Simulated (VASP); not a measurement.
Set up this calculation in VASP 6.6.1, as the native input.

```yaml
Task: single point
Functional: PBE
Potentials_or_basis: VASP PAW PBE potentials, release 64 (K_sv, Cl)
Cutoff: 520 eV
k_mesh: 8 × 8 × 8
Occupations: gaussian, width 0.05 eV
Spin: no spin polarisation
Dipole_correction: no
Further_INCAR_settings: ALGO = Normal; EDIFF = 1e-07; NBANDS = 15
```

The structure of KCl lies in POSCAR:

```
KCl
1.0
    4.1706980621      0.0000000000      0.0000000000
    0.0000000000      4.1706980621      0.0000000000
    0.0000000000      0.0000000000      3.2531444884
K Cl
1 1
Direct
    0.0000000000      0.0000000000      0.0000000000
    0.5000000000      0.5000000000      0.5000000000
```

This cell differs from its parent crystal: ratio of the length along z to the lengths across it x 0.78, volume and fractional coordinates fixed.

The input as run:

INCAR

```
PREC = Accurate
ENCUT = 520
EDIFF = 1E-7
ISMEAR = 0
SIGMA = 0.05
LREAL = False
LASPH = True
NELM = 80
ALGO = Normal
ISIF = 2
LWAVE = False
LCHARG = False
GGA = PE
NBANDS = 15
```

KPOINTS

```
regular mesh
0
Gamma
  8 8 8
```

Potentials or basis: VASP PAW PBE potentials, release 64 (K_sv, Cl).

The run is started by

```bash
$ cat potpaw_PBE.64/K_sv/POTCAR potpaw_PBE.64/Cl/POTCAR > POTCAR
$ mpirun -np 1 vasp_std > vasp.out
```

It gave:

The pressure is 0.4 GPa and the band gap on the k mesh is 3.25 eV (least direct gap 3.33 eV).

Run time: 63 s on 1 thread of Intel Xeon 8259CL, with other jobs on the host, peak memory 0.2 GiB.
